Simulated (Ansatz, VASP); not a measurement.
**EuO in VASP and in Ansatz**

POSCAR

```
EuO
1.0
    0.0000000000      2.5462242535      2.5462242535
    2.5462242535      0.0000000000      2.5462242535
    2.5462242535      2.5462242535      0.0000000000
Eu O
1 1
Direct
    0.5000000000      0.5000000000      0.5000000000
    0.0000000000      0.0000000000      0.0000000000
```

The input INCAR.step1:

```
SYSTEM = EuO
PREC = Accurate
ENCUT = 800
ISMEAR = 0
SIGMA = 0.05
LREAL = .FALSE.
LASPH = .TRUE.
NELM = 200
ISPIN = 2
MAGMOM = 7.44 -0.11
LMAXMIX = 6
LDAU = .TRUE.
LDAUTYPE = 2
LDAUL = 3 -1
LDAUU = 4 0
LDAUJ = 0 0
NBANDS = 22
GGA = PE
ALGO = Normal
EDIFF = 1E-5
LWAVE = .TRUE.
LCHARG = .FALSE.
GGA_COMPAT = .FALSE.
```

The input INCAR.step2:

```
SYSTEM = EuO
PREC = Accurate
ENCUT = 800
EDIFF = 1E-6
ISMEAR = 0
SIGMA = 0.05
LREAL = .FALSE.
LASPH = .TRUE.
NELM = 200
ALGO = Normal
ISIF = 2
LWAVE = .FALSE.
LCHARG = .FALSE.
ISPIN = 2
MAGMOM = 7.44 -0.11
LORBIT = 11
LMAXMIX = 6
LDAU = .TRUE.
LDAUTYPE = 2
LDAUL = 3 -1
LDAUU = 4 0
LDAUJ = 0 0
LDAUPRINT = 1
METAGGA = R2SCAN
LMIXTAU = .TRUE.
LUSE_VDW = .TRUE.
IVDW_NL = 2
BPARAM = 11.95
CPARAM = 0.0093
NBANDS = 22
ISTART = 1
GGA_COMPAT = .FALSE.
```

The input KPOINTS:

```
regular mesh
0
G
  8 8 8
  0 0 0
```

Input for Ansatz:

```yaml
crystal:
  lattice:
    - [0.0, 2.5462242535, 2.5462242535]
    - [2.5462242535, 0.0, 2.5462242535]
    - [2.5462242535, 2.5462242535, 0.0]
  atoms:
    - { symbol: Eu, position: [0.5, 0.5, 0.5], spin: 7.44 }
    - { symbol: O, position: [0.0, 0.0, 0.0] }
basis:
  ecutwfc: 500
  ecutrho_ratio: 4
kpoints:
  mp_grid: { grid: [8, 8, 8] }
hamiltonian:
  xc: r2scan
  dispersion: rvv10
  hubbard:
    sites:
      - { species: Eu, l: f, u_eff: 4.0, starting_ns: start.occupation_matrices }
    ns_hold: { iters: 6 }
scf:
  occupations: { method: gaussian, width: 0.05 }
  lower_state_search: "off"
output:
  forces: true
  stress: true
  eigenvalues: true
  populations: true
  hubbard: { sites: [{ species: Eu, l: f }] }
magnetization:
  spin_polarized: true
```

Alike in both runs: task single point; functional r2SCAN; dispersion rVV10; k mesh 8 × 8 × 8; occupations gaussian, width 0.05 eV; collinear spin; Hubbard terms Eu f U = 4.0 eV.

|  | VASP | Ansatz |
| --- | --- | --- |
| version | VASP 6.6.1 | Ansatz 0.2.0 |
| potentials or method | VASP PAW PBE potentials, release 64 (Eu, O), cutoff 800 eV | scalar-relativistic, plane waves, PAW |
| valence electrons in the cell | 23 | 23 |

|  | VASP | Ansatz | Ansatz less VASP |
| --- | --- | --- | --- |
| gap on the k mesh at the Fermi level (eV) | none | none | - |
| pressure (GPa) | -0.4 | 0.0 | +0.45 |
| net moment per atom (μB) | 3.50 | 3.50 | 0.000 |
| size of the moment on the site where the two differ most (μB) | 6.62 | 6.76 | +0.140 |

VASP's potentials were made for PBE, not for r2SCAN. Site moments also hang on the region over which each program counts them. The programs project onto different local orbitals, so the same U acts differently, and such runs can settle in different states. A gap of «none» marks a metal or a gap that the smearing closes. Ansatz's warnings: filled band counts differ across k points, stability check not made.

Spin-orbit coupling is off throughout.
